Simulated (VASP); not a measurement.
Set up this calculation in VASP 6.6.1, as the native input.

| Quantity | Value |
| --- | --- |
| Task | single point |
| Functional | PBEsol |
| Potentials or basis | VASP PAW PBE potentials, release 64 (Pt, S) |
| Cutoff | 520 eV |
| k mesh | 12 × 12 × 8 |
| Occupations | gaussian, width 0.02 eV |
| Spin | no spin polarisation |
| Dipole correction | no |
| Further INCAR settings | ALGO = Normal; EDIFF = 1e-06; NBANDS = 18 |

The structure of PtS2 lies in POSCAR:

```
PtS2
1.0
    3.5715569962      0.0000000000      0.0000000000
   -1.7857784981      3.0930590898      0.0000000000
    0.0000000000      0.0000000000      4.7672297871
Pt S
1 2
Direct
    0.0000000000      0.0000000000      0.0000000000
    0.3333333333      0.6666666667      0.2510159186
    0.6666666667      0.3333333333      0.7489840814
```

One way to write it, as run:

INCAR

```
PREC = Accurate ; ENCUT = 520
EDIFF = 1E-6 ; ISMEAR = 0
SIGMA = 0.02 ; LREAL = F
LASPH = T ; NELM = 100
ALGO = Normal ; ISIF = 2
LWAVE = F ; LCHARG = T
GGA = PS ; LELF = T
LVHAR = T ; NBANDS = 18
```

KPOINTS

```
Automatic mesh
0
Gamma
  12 12 8
```

Potentials or basis: VASP PAW PBE potentials, release 64 (Pt, S).

The run is started by

```bash
$ cat potpaw_PBE.64/Pt/POTCAR potpaw_PBE.64/S/POTCAR > POTCAR
$ mpirun -np 1 vasp_std > vasp.out
```

Results of the run:

| Property | Result |
| --- | --- |
| Pressure | -0.2 GPa |
| Largest force | 0.025 eV/Å |
| Band gap on the k mesh | 0.25 eV, indirect (least direct gap 0.67 eV) |

Caveat: the PAW data sets were made with another functional, which shifts forces and pressure a little; spin-orbit coupling is left out, which moves the levels of the heavy elements.

Wall time 84 s on 1 thread of Intel(R) Xeon(R) 6975P-C (Granite Rapids), on a shared host, peak memory 0.26 GiB.
